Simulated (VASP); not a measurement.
Set up this calculation in VASP 6.6.1, as the native input.

```yaml
Task: relaxation of cell and atoms
Functional: PBEsol
Potentials_or_basis: VASP PAW PBE potentials, release 64 (Sn_d)
Cutoff: 600 eV
k_mesh: 12 × 12 × 14
Occupations: gaussian, width 0.1 eV
Spin: no spin polarisation
Dipole_correction: no
Further_INCAR_settings: ALGO = Fast; EDIFF = 1e-07; IBRION = 2; EDIFFG = -0.01; NSW = 100; ISIF = 3
```

The structure of Sn lies in POSCAR:

```
Sn
1.0
    5.3933029193      0.0000000000      0.0000000000
   -2.6966514596      4.6707373384      0.0000000000
    0.0000000000      0.0000000000      3.1401140790
Sn
3
Direct
    0.0000000000      0.0000000000      0.0000000000
    0.3333333333      0.6666666667      0.5000000000
    0.6666666667      0.3333333333      0.5000000000
```

This isn't the form of Sn at room conditions, which is tetragonal (white tin).

The input as run:

INCAR

```
ALGO     = Fast           # electronic algorithm
EDIFF    = 1E-7           # SCF threshold, eV
EDIFFG   = -0.01          # ionic threshold
ENCUT    = 600            # plane-wave cutoff, eV
GGA      = PS             # functional
IBRION   = 2              # ionic algorithm
ISIF     = 3              # what is computed and relaxed
ISMEAR   = 0              # smearing method
LASPH    = True           # aspherical terms in the spheres
LCHARG   = False          # write CHGCAR
LREAL    = False          # projectors in reciprocal space
LWAVE    = False          # write WAVECAR
NELM     = 100            # most SCF steps
NSW      = 100            # ionic steps
PREC     = Accurate       # precision mode
SIGMA    = 0.1            # smearing width, eV
```

KPOINTS

```
k-points
0
Gamma
  12 12 14
```

Potentials or basis: VASP PAW PBE potentials, release 64 (Sn_d).

Launch:

```sh
$ cat potpaw_PBE.64/Sn_d/POTCAR > POTCAR
$ mpirun -np 1 vasp_std > vasp.out
```

It gave:

```yaml
Relaxed_volume: 26.29 Å³/atom
Relaxed_cell: a = 5.328 Å, b = 5.328 Å, c = 3.209 Å, α = 90.00°, β = 90.00°, γ = 120.00°
Space_group_after_relaxing_to_0.1_Å: P6/mmm (No. 191)
Energy_gained_by_relaxing: 3.0 meV/atom
Ionic_steps: 6
Pressure_after_relaxing: 0.0 GPa
Band_gap_on_the_k_mesh: zero (bands 21 and 22 overlap by 4.53 eV)
```

Caveat: the highest band is partly filled, so the run has too few bands; the PAW data sets were made with another functional, which shifts forces and pressure a little; spin-orbit coupling is left out, which moves the levels of the heavy elements.

Wall time 26 min on 1 thread of Intel(R) Xeon(R) Platinum 8259CL CPU @ 2.50GHz (Skylake/Cascade Lake), with other jobs on the host, peak memory 0.46 GiB.
